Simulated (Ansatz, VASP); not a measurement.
## One calculation of ZnS, two programs

```
Zn S
1.0
     0.00000    2.53102    2.53102
     2.53102    0.00000    2.53102
     2.53102    2.53102    0.00000
Zn S
1 1
Cartesian
  0.0000 0.0000 0.0000
  2.5310 2.5310 2.5310
```

Alike in both runs: task single point; functional PBEsol; k mesh 6 × 6 × 6; occupations fermi-dirac, width 0.02 eV; no spin polarisation.

```csv
,VASP,Ansatz
version,VASP 6.6.1,Ansatz 0.2.0
potentials or method,"VASP PAW PBE potentials, release 64 (Zn, S)",plane waves
plane-wave cutoff (eV),520,420
valence electrons in the cell,18,18
```

|  | VASP | Ansatz | Ansatz less VASP |
| --- | --- | --- | --- |
| pressure (GPa) | -2.1 | -2.3 | -0.25 |

VASP's potentials were made for PBE, not for PBEsol. The functional is the same, so the differences come from potentials, cutoffs and numerics.
